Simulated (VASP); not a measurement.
# CdSe (Fm-3m) in VASP: settings compared

Aim: see how the results for CdSe move with the level of theory and the settings. Levels: PBEsol, LDA, BLYP. Tasks: single point.

Everything below comes from runs of VASP 6.6.1. Logs are shortened: lines on timing, memory, paths and dates and some standing lists are left out, and cuts for length are marked.

## Step 1: The cell of the first run

The structure is cubic, space group Fm-3m (No. 225). The conventional cell has a = 5.748 Å, b = 5.748 Å, c = 5.748 Å, α = 90.00°, β = 90.00°, γ = 90.00°. Cd (site symmetry m-3m) has 6 Se at 2.87 Å within 3.8 Å. Se (site symmetry m-3m) has 6 Cd at 2.87 Å within 3.8 Å.

## Step 2: Single point, PBEsol

INCAR reads:

```
SYSTEM = CdSe
PREC = Accurate ; ENCUT = 520
EDIFF = 1E-6 ; ISMEAR = 1
SIGMA = 0.05 ; LREAL = .False.
LASPH = .True. ; NELM = 80
ALGO = Normal ; ISIF = 2
LWAVE = .False. ; LCHARG = .True.
GGA = PS ; LELF = .True.
LVHAR = .True. ; NBANDS = 16
```

KPOINTS reads:

```
regular mesh
0
Gamma
  6 6 6
  0 0 0
```

POSCAR reads:

```
CdSe
1.0
    4.0643900000      0.0000000000      0.0000000000
    2.0321950000      3.5198649909      0.0000000000
    2.0321950000      1.1732883303      3.3185605386
Cd Se
1 1
Direct
    0.0000000000      0.0000000000      0.0000000000
    0.5000000000      0.5000000000      0.5000000000
```

Potentials or basis: VASP PAW PBE potentials, release 64 (Cd, Se).

Run with:

```
$ cat potpaw_PBE.64/Cd/POTCAR potpaw_PBE.64/Se/POTCAR > POTCAR
$ mpirun -np 1 vasp_std > vasp.out
```

OUTCAR:

```text
SYSTEM = CdSe
   PREC = Accurate
   ENCUT = 520
   EDIFF = 1E-6
   ISMEAR = 1
   LREAL = .False.
   LASPH = .True.
   NELM = 80
   ISIF = 2
   GGA = PS

 ion  position               nearest neighbor table
   1  0.000  0.000  0.000-   2 2.87   2 2.87   2 2.87   2 2.87   2 2.87   2 2.87
   2  0.500  0.500  0.500-   1 2.87   1 2.87   1 2.87   1 2.87   1 2.87   1 2.87

  LATTYP: Found a face centered cubic cell.
 ALAT       =     5.7479154608

  Lattice vectors:

 A1 = (   4.0643900000,   0.0000000000,   0.0000000000)
 A2 = (   2.0321950000,   3.5198649909,   0.0000000000)
 A3 = (   2.0321950000,   1.1732883303,   3.3185605386)

Analysis of symmetry for initial positions (statically):
=====================================================================
 Subroutine PRICEL returns:
 Original cell was already a primitive cell.

 Routine SETGRP: Setting up the symmetry group for a
 face centered cubic supercell.

 Subroutine GETGRP returns: Found 48 space group operations
 (whereof 48 operations were pure point group operations)
 out of a pool of 48 trial point group operations.

The static configuration has the point symmetry O_h .

Analysis of symmetry for dynamics (positions and initial velocities):
=====================================================================
 Subroutine PRICEL returns:
 Original cell was already a primitive cell.

 Routine SETGRP: Setting up the symmetry group for a
 face centered cubic supercell.

 Subroutine GETGRP returns: Found 48 space group operations
 (whereof 48 operations were pure point group operations)
 out of a pool of 48 trial point group operations.

The dynamic configuration has the point symmetry O_h .

 Subroutine INISYM returns: Found 48 space group operations
 (whereof 48 operations are pure point group operations),
 and found     1 'primitive' translations

----------------------------------------------------------------------------------------

                                     Primitive cell

  volume of cell :      47.4757

  direct lattice vectors                    reciprocal lattice vectors
     4.064390000  0.000000000  0.000000000     0.246039381 -0.142050903 -0.100445157
     2.032195000  3.519864991  0.000000000     0.000000000  0.284101806 -0.100445157
     2.032195000  1.173288330  3.318560539     0.000000000  0.000000000  0.301335470

  length of vectors
     4.064390000  4.064390000  4.064390000     0.301335470  0.301335470  0.301335470

  position of ions in fractional coordinates (direct lattice)
     0.000000000  0.000000000  0.000000000
     0.500000000  0.500000000  0.500000000

  ion indices of the primitive-cell ions
   primitive index   ion index
                 1           1
                 2           2

----------------------------------------------------------------------------------------

 KPOINTS: regular mesh

Automatic generation of k-mesh.
 Grid dimensions read from file:
 generate k-points for:    6    6    6

 Generating k-lattice:

  Cartesian coordinates                     Fractional coordinates (reciprocal lattice)
     0.041006564 -0.023675150 -0.016740859     0.166666667 -0.000000000 -0.000000000
     0.000000000  0.047350301 -0.016740859     0.000000000  0.166666667  0.000000000
     0.000000000  0.000000000  0.050222578     0.000000000  0.000000000  0.166666667

  Length of vectors
     0.050222578  0.050222578  0.050222578

  Shift w.r.t. Gamma in fractional coordinates (k-lattice)
     0.000000000  0.000000000  0.000000000

 Subroutine IBZKPT returns following result:
 ===========================================

 Found     16 irreducible k-points:

 Following reciprocal coordinates:
            Coordinates               Weight
  0.000000  0.000000  0.000000      1.000000
  0.166667  0.000000  0.000000      8.000000
  0.333333  0.000000  0.000000      8.000000
  0.500000  0.000000  0.000000      4.000000
  0.166667  0.166667  0.000000      6.000000
  0.333333  0.166667  0.000000     24.000000
[... 8 lines left out ...]
 -0.333333  0.333333  0.166667     24.000000
 -0.333333  0.500000  0.166667     12.000000
   k-points           NKPTS =     16   k-points in BZ     NKDIM =     16   number of bands    NBANDS=     16
   number of dos      NEDOS =    301   number of ions     NIONS =      2
   total plane-waves  NPLWV =  27000
   dimension x,y,z NGX =    30 NGY =   30 NGZ =   30
   dimension x,y,z NGXF=    60 NGYF=   60 NGZF=   60
   ions per type =               1   1
   NGX,Y,Z   is equivalent  to a cutoff of  12.27, 12.27, 12.27 a.u.
   NGXF,Y,Z  is equivalent  to a cutoff of  24.54, 24.54, 24.54 a.u.
 SYSTEM =  CdSe
   PREC   = accura    normal or accurate (medium, high low for compatibility)
   ISTART =      0    job   : 0-new  1-cont  2-samecut
   ICHARG =      2    charge: 1-file 2-atom 10-const
   ISPIN  =      1    spin polarized calculation?
   LNONCOLLINEAR =      F non collinear calculations
   LSORBIT =      F    spin-orbit coupling
   LASPH  =      T    aspherical Exc in radial PAW
   ENCUT  =  520.0 eV  38.22 Ry    6.18 a.u.   7.56  7.56  7.56*2*pi/ulx,y,z
   NELM   =     80;   NELMIN=  2; NELMDL= -5     # of ELM steps
   EDIFF  = 0.1E-05   stopping-criterion for ELM
   LREAL  =      F    real-space projection
   EDIFFG = 0.1E-04   stopping-criterion for IOM
   NSW    =      0    number of steps for IOM
   IBRION =     -1    ionic relax: 0-MD 1-quasi-New 2-CG
   NFREE  =      0    steps in history (QN), initial steepest desc. (CG)
   ISIF   =      2    stress and relaxation
   ISYM   =      2    0-nonsym 1-usesym 2-fastsym
   POTIM  = 0.5000    time-step for ionic-motion
   TEBEG  =    0.0;   TEEND  =   0.0 temperature during run
   PSTRESS=    0.0 pullay stress
   NELECT =      18.0000    total number of electrons
   NUPDOWN=      -1.0000    fix difference up-down
   EMIN   =  10.00;   EMAX   =-10.00  energy-range for DOS
   EFERMI =   0.00;   METHOD = LEGACY
   ISMEAR =     1;   SIGMA  =   0.05  broadening in eV -4-tet -1-fermi 0-gaus
   EFERMI_NEDOS =   21; number of points for ismear=-14 and -15
   IALGO  =     38    algorithm
   IMIX   =      4    mixing-type and parameters
     AMIX     =   0.40;   BMIX     =  1.00
     AMIX_MAG =   1.60;   BMIX_MAG =  1.00
  volume/ion in A,a.u.               =      23.74       160.19
  Fermi-wavevector in a.u.,A,eV,Ry     =   1.184883  2.239103 19.101853  1.403947
  Thomas-Fermi vector in A             =   2.321088
   LORBIT       =      0    0 simple, 1 ext, 2 COOP (PROOUT), +10 PAW based schemes
   GGA     = PS    functional components
   LHFCALC =     F    Hartree Fock is set to
   AEXX    =    0.0000 exact exchange contribution
   IVDW    =     0    specifies the selected vdW correction
   LEPSILON=     F    determine dielectric tensor
   LRPA    =     F    only Hartree local field effects (RPA)
 non-spin polarized calculation
 Methfessel and Paxton  Order N= 1 SIGMA  =   0.05
  energy-cutoff  :      520.00
  volume of cell :       47.48
 maximum number of plane-waves:      1303
   NGX = 15   NGY = 15   NGZ = 15

 number of electron      18.0000008 magnetization

 Free energy of the ion-electron system (eV)
  ---------------------------------------------------
  ext. energy  EPLUGINS =         0.00000000
  ---------------------------------------------------
  free energy    TOTEN  =        -5.95507900 eV

  energy without entropy =       -5.95431764  energy(sigma->0) =       -5.95482521

 E-fermi :   2.1091     XC(G=0): -10.1881

 val. band max:        2.0989089784   @ k =   0.0000   0.0000   0.0000
 cond. band min:       3.0127491371   @ k =   0.5000   0.3333   0.0000
 fundamental gap:      0.9138401588
 Fermi energy:         2.1091014442

 k-point     1 :       0.0000    0.0000    0.0000
  band No.  band energies     occupation
      1     -10.7862      2.00000
      2      -5.7384      2.00000
      3      -5.7384      2.00000
      4      -5.7203      2.00000
      5      -5.7203      2.00000
      6      -5.7203      2.00000
[... 8 lines left out ...]
     15      11.7968      0.00000
     16      11.7968      0.00000

 k-point     2 :       0.1667    0.0000    0.0000
  band No.  band energies     occupation
      1     -10.5924      2.00000
      2      -5.7939      2.00000
      3      -5.7939      2.00000
      4      -5.7379      2.00000
      5      -5.6875      2.00000
      6      -5.6875      2.00000
[... 8 lines left out ...]
     15      11.6264      0.00000
     16      11.6264      0.00000

 k-point     3 :       0.3333    0.0000    0.0000
  band No.  band energies     occupation
      1     -10.1421      2.00000
      2      -5.9050      2.00000
      3      -5.9050      2.00000
      4      -5.8066      2.00000
      5      -5.6166      2.00000
      6      -5.6166      2.00000
[... 8 lines left out ...]
     15      13.1795      0.00000
     16      13.1795      0.00000

 k-point     4 :       0.5000    0.0000    0.0000
  band No.  band energies     occupation
      1      -9.8711      2.00000
      2      -5.9589      2.00000
      3      -5.9589      2.00000
      4      -5.8753      2.00000
      5      -5.5806      2.00000
      6      -5.5806      2.00000
[... 8 lines left out ...]
     15      14.9555      0.00000
     16      14.9555      0.00000

 k-point     5 :       0.1667    0.1667    0.0000
  band No.  band energies     occupation
      1     -10.5440      2.00000
      2      -5.8384      2.00000
      3      -5.7473      2.00000
      4      -5.7190      2.00000
      5      -5.6839      2.00000
      6      -5.6839      2.00000
[... 8 lines left out ...]
     15      13.7746      0.00000
     16      13.7746      0.00000

 k-point     6 :       0.3333    0.1667    0.0000
  band No.  band energies     occupation
      1     -10.2202      2.00000
      2      -5.8592      2.00000
      3      -5.7848      2.00000
      4      -5.7710      2.00000
      5      -5.6344      2.00000
      6      -5.6079      2.00000
[... 8 lines left out ...]
     15      13.9784      0.00000
     16      14.3229      0.00000

 k-point     7 :       0.5000    0.1667    0.0000
  band No.  band energies     occupation
      1      -9.9075      2.00000
      2      -5.8880      2.00000
      3      -5.8206      2.00000
      4      -5.8073      2.00000
      5      -5.5732      2.00000
      6      -5.5715      2.00000
[... 8 lines left out ...]
     15      14.9908      0.00000
     16      15.1823      0.00000

 k-point     8 :      -0.3333    0.1667    0.0000
  band No.  band energies     occupation
      1      -9.9680      2.00000
      2      -5.9287      2.00000
      3      -5.8674      2.00000
      4      -5.7595      2.00000
      5      -5.6075      2.00000
      6      -5.5580      2.00000
[... 8 lines left out ...]
     15      13.2876      0.00000
     16      15.0614      0.00000

 k-point     9 :      -0.1667    0.1667   -0.0000
  band No.  band energies     occupation
      1     -10.3275      2.00000
      2      -5.8805      2.00000
      3      -5.8287      2.00000
      4      -5.7450      2.00000
      5      -5.6673      2.00000
      6      -5.6166      2.00000
[... 8 lines left out ...]
     15      13.1530      0.00000
     16      13.8346      0.00000

 k-point    10 :       0.3333    0.3333    0.0000
  band No.  band energies     occupation
      1     -10.1335      2.00000
      2      -5.8014      2.00000
      3      -5.6801      2.00000
      4      -5.6255      2.00000
      5      -5.5893      2.00000
      6      -5.5893      2.00000
[... 8 lines left out ...]
     15      15.2395      0.00000
     16      16.8378      0.00000

 k-point    11 :       0.5000    0.3333    0.0000
  band No.  band energies     occupation
      1      -9.9708      2.00000
      2      -5.8024      2.00000
      3      -5.7368      2.00000
      4      -5.5987      2.00000
      5      -5.5486      2.00000
      6      -5.3211      2.00000
[... 8 lines left out ...]
     15      15.9232      0.00000
     16      16.8092      0.00000

 k-point    12 :      -0.3333    0.3333   -0.0000
  band No.  band energies     occupation
      1      -9.8837      2.00000
      2      -5.8514      2.00000
      3      -5.7938      2.00000
      4      -5.6669      2.00000
      5      -5.5717      2.00000
      6      -5.3836      2.00000
[... 8 lines left out ...]
     15      13.7304      0.00000
     16      16.2301      0.00000

 k-point    13 :       0.5000    0.5000    0.0000
  band No.  band energies     occupation
      1      -9.9987      2.00000
      2      -5.8285      2.00000
      3      -5.6606      2.00000
      4      -5.5292      2.00000
      5      -5.5292      2.00000
      6      -5.0584      2.00000
[... 8 lines left out ...]
     15      16.4389      0.00000
     16      16.9872      0.00000

 k-point    14 :       0.5000    0.3333    0.1667
  band No.  band energies     occupation
      1      -9.9982      2.00000
      2      -5.8307      2.00000
      3      -5.7633      2.00000
      4      -5.7458      2.00000
      5      -5.5877      2.00000
      6      -5.5058      2.00000
[... 8 lines left out ...]
     15      15.2948      0.00000
     16      15.8672      0.00000

 k-point    15 :      -0.3333    0.3333    0.1667
  band No.  band energies     occupation
      1      -9.8837      2.00000
      2      -5.8698      2.00000
      3      -5.7358      2.00000
      4      -5.7183      2.00000
      5      -5.5555      2.00000
      6      -5.3862      2.00000
[... 8 lines left out ...]
     15      13.6330      0.00000
     16      16.4077      0.00000

 k-point    16 :      -0.3333    0.5000    0.1667
  band No.  band energies     occupation
      1      -9.9166      2.00000
      2      -5.7862      2.00000
      3      -5.7766      2.00000
      4      -5.6314      2.00000
      5      -5.5291      2.00000
      6      -5.1688      2.00000
[... 8 lines left out ...]
     15      15.0246      0.00000
     16      16.9942      0.00000

------------------------ aborting loop because EDIFF is reached ----------------------------------------

  FORCE on cell =-STRESS in cart. coord.  units (eV):
  Direction    XX          YY          ZZ          XY          YZ          ZX
  --------------------------------------------------------------------------------------
  -------------------------------------------------------------------------------------
  Total       -1.0134400     -1.0134400     -1.0134400      0.0000000      0.0000000      0.0000000
  in kB      -34.2008979    -34.2008979    -34.2008979      0.0000000      0.0000000      0.0000000
  external PRESSURE =     -34.2008979 kB  Pullay stress =       0.0000000 kB

 VOLUME and BASIS-vectors are now :
 -----------------------------------------------------------------------------
  energy-cutoff  :      520.00
  volume of cell :       47.48
      direct lattice vectors                 reciprocal lattice vectors
     4.064390000  0.000000000  0.000000000     0.246039381 -0.142050903 -0.100445157
     2.032195000  3.519864991  0.000000000     0.000000000  0.284101806 -0.100445157
     2.032195000  1.173288330  3.318560539     0.000000000  0.000000000  0.301335470

 POSITION                                       TOTAL-FORCE (eV/Angst)
 -----------------------------------------------------------------------------------
      0.00000      0.00000      0.00000         0.000000      0.000000      0.000000
      4.06439      2.34658      1.65928        -0.000000     -0.000000      0.000000
 -----------------------------------------------------------------------------------
    total drift:                                0.000000     -0.000000     -0.000000

  FREE ENERGIE OF THE ION-ELECTRON SYSTEM (eV)
  ---------------------------------------------------
  free  energy   TOTEN  =        -5.9550789962 eV

  energy  without entropy=       -5.9543176449  energy(sigma->0) =       -5.95482521
```

Run time: 43 s. Hardware: 1 thread of Intel Xeon 8259CL, shared host; peak memory 0.17 GiB.

Results:

```
Free energy            : -5.9551 eV
Pressure               : -3.4 GPa
Band gap on the k mesh : zero (band 9 reaches 2.09 eV, above the bottom of band 10 at 1.59 eV)
```

Caveat: the PAW data sets were made with another functional, which shifts forces and pressure a little.

## Step 3: Single point, LDA

INCAR reads:

```
SYSTEM = CdSe
PREC = Accurate
ENCUT = 520
EDIFF = 1E-6
ISMEAR = 1
SIGMA = 0.05
LREAL = .False.
LASPH = .True.
NELM = 100
ALGO = Normal
ISIF = 2
LWAVE = .False.
LCHARG = .False.
GGA = CA
NBANDS = 16
```

KPOINTS reads:

```
Automatic mesh
0
Gamma
  6 6 6
  0 0 0
```

POSCAR is that of step 2.

Potentials or basis: VASP PAW LDA potentials, release 64 (Cd, Se).

Run with:

```
$ cat potpaw_LDA.64/Cd/POTCAR potpaw_LDA.64/Se/POTCAR > POTCAR
$ mpirun -np 1 vasp_std > vasp.out
```

OUTCAR:

```text
SYSTEM = CdSe
   PREC = Accurate
   ENCUT = 520
   EDIFF = 1E-6
   ISMEAR = 1
   LREAL = .False.
   LASPH = .True.
   NELM = 100
   ISIF = 2
   GGA = CA

 ion  position               nearest neighbor table
   1  0.000  0.000  0.000-   2 2.87   2 2.87   2 2.87   2 2.87   2 2.87   2 2.87
   2  0.500  0.500  0.500-   1 2.87   1 2.87   1 2.87   1 2.87   1 2.87   1 2.87

  LATTYP: Found a face centered cubic cell.
 ALAT       =     5.7479154608

  Lattice vectors:

 A1 = (   4.0643900000,   0.0000000000,   0.0000000000)
 A2 = (   2.0321950000,   3.5198649909,   0.0000000000)
[... 479 lines left out ...]

  FORCE on cell =-STRESS in cart. coord.  units (eV):
  Direction    XX          YY          ZZ          XY          YZ          ZX
  --------------------------------------------------------------------------------------
  -------------------------------------------------------------------------------------
  Total       -1.6279220     -1.6279220     -1.6279220      0.0000000     -0.0000000     -0.0000000
  in kB      -54.9380259    -54.9380259    -54.9380259      0.0000000     -0.0000000     -0.0000000
  external PRESSURE =     -54.9380259 kB  Pullay stress =       0.0000000 kB

 VOLUME and BASIS-vectors are now :
 -----------------------------------------------------------------------------
  energy-cutoff  :      520.00
  volume of cell :       47.48
      direct lattice vectors                 reciprocal lattice vectors
     4.064390000  0.000000000  0.000000000     0.246039381 -0.142050903 -0.100445157
     2.032195000  3.519864991  0.000000000     0.000000000  0.284101806 -0.100445157
     2.032195000  1.173288330  3.318560539     0.000000000  0.000000000  0.301335470

 POSITION                                       TOTAL-FORCE (eV/Angst)
 -----------------------------------------------------------------------------------
      0.00000      0.00000      0.00000         0.000000      0.000000      0.000000
      4.06439      2.34658      1.65928        -0.000000     -0.000000      0.000000
 -----------------------------------------------------------------------------------
    total drift:                                0.000000     -0.000000     -0.000000

  FREE ENERGIE OF THE ION-ELECTRON SYSTEM (eV)
  ---------------------------------------------------
  free  energy   TOTEN  =        -6.5191739224 eV

  energy  without entropy=       -6.5184055086  energy(sigma->0) =       -6.51891778
```

Run time: 37 s. Hardware: 1 thread of Intel Xeon 8259CL, shared host; peak memory 0.15 GiB.

What came out:

```
Free energy            : -6.5192 eV
Pressure               : -5.5 GPa
Band gap on the k mesh : zero (band 9 reaches 2.13 eV, above the bottom of band 10 at 1.52 eV)
```

## Step 4: Single point, BLYP

INCAR: that of step 3 with these lines changed.

```diff
@@ -8,3 +8,3 @@
 LASPH = .True.
-NELM = 100
+NELM = 60
 ALGO = Normal
@@ -13,3 +13,7 @@
 LCHARG = .False.
-GGA = CA
+GGA = B5
+ALDAX = 1.0
+AGGAX = 1.0
+AGGAC = 1.0
+ALDAC = 0.0
 NBANDS = 16
```

KPOINTS is that of step 3.

POSCAR is that of step 3.

Potentials or basis: VASP PAW PBE potentials, release 64 (Cd, Se).

Run with:

```
$ cat potpaw_PBE.64/Cd/POTCAR potpaw_PBE.64/Se/POTCAR > POTCAR
$ mpirun -np 1 vasp_std > vasp.out
```

Run time: 67 s. Hardware: 1 thread of Intel Xeon 8259CL, shared host; peak memory 0.17 GiB.

It converged, with:

| Property | Result |
| --- | --- |
| Free energy | -4.0556 eV |
| Pressure | 4.2 GPa |
| Band gap on the k mesh | zero (band 9 reaches 2.64 eV, above the bottom of band 10 at 2.16 eV) |

Levels at points of the mesh, in eV from the Fermi level:
| k point | band 7 | band 8 | band 9 | band 10 | band 11 | band 12 |
| --- | --- | --- | --- | --- | --- | --- |
| (0.00, 0.00, 0.00) | -0.59 | -0.59 | -0.59 | 0.09 | 8.90 | 8.90 |
| (0.50, 0.00, 0.00) | -4.87 | -0.02 | -0.02 | 3.26 | 5.35 | 5.35 |
| (0.50, 0.50, 0.00) | -3.94 | -1.98 | -1.98 | -0.51 | 5.85 | 9.84 |

Caveat: the PAW data sets were made with another functional, which shifts forces and pressure a little.

[end of part 1 of 2]
